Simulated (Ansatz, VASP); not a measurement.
# Two plane-wave programs on SiC

The input INCAR:

```
SYSTEM = SiC
PREC = Accurate
ENCUT = 520
EDIFF = 1E-7
ISMEAR = 0
SIGMA = 0.05
LREAL = .False.
LASPH = .True.
NELM = 80
ALGO = Normal
ISIF = 2
LWAVE = .False.
LCHARG = .False.
GGA = PE
NBANDS = 11
```

File KPOINTS:

```
regular mesh
0
Gamma
  12 12 12
  0 0 0
```

Contents of POSCAR:

```
SiC
1.0
    0.0000000000      2.2380021568      2.2380021568
    2.2380021568      0.0000000000      2.2380021568
    2.3115578277      2.3115578277     -0.0735556709
Si C
1 1
Direct
    0.0000000000      0.0000000000      0.0000000000
    0.7500000000      0.7500000000      0.7500000000
```

Input for Ansatz:

```yaml
crystal:
  lattice:
    - [0.0, 2.2380021568, 2.2380021568]
    - [2.2380021568, 0.0, 2.2380021568]
    - [2.3115578277, 2.3115578277, -0.0735556709]
  atoms:
    - { symbol: Si, position: [0.0, 0.0, 0.0] }
    - { symbol: C, position: [0.75, 0.75, 0.75] }
basis:
  ecutwfc: 520.0
kpoints:
  mp_grid: { grid: [12, 12, 12] }
hamiltonian:
  xc: pbe
scf:
  occupations: { method: gaussian, width: 0.05 }
output:
  forces: true
  stress: true
  eigenvalues: true
```

Alike in both runs: task single point; functional PBE; k mesh 12 × 12 × 12; occupations gaussian, width 0.05 eV; no spin polarisation.

|  | VASP | Ansatz |
| --- | --- | --- |
| version | VASP 6.6.1 | Ansatz 0.2.0 |
| potentials or method | VASP PAW PBE potentials, release 64 (Si, C), cutoff 520 eV | scalar-relativistic, plane waves, PAW |
| valence electrons in the cell | 8 | 8 |

```csv
,VASP,Ansatz,Ansatz less VASP
gap on the k mesh at the Fermi level (eV),1.35,1.35,+0.003
least direct gap on the mesh (eV),4.15,4.15,+0.002
pressure (GPa),-18.7,-18.7,0.00
"traceless stress, the component that is largest in VASP (GPa)",-5.98,-5.95,+0.031
rms of the force components (eV/Å),0.025,0.025,-0.0006
```

Atom by atom the forces differ by 0.001 eV/Å (rms over components).
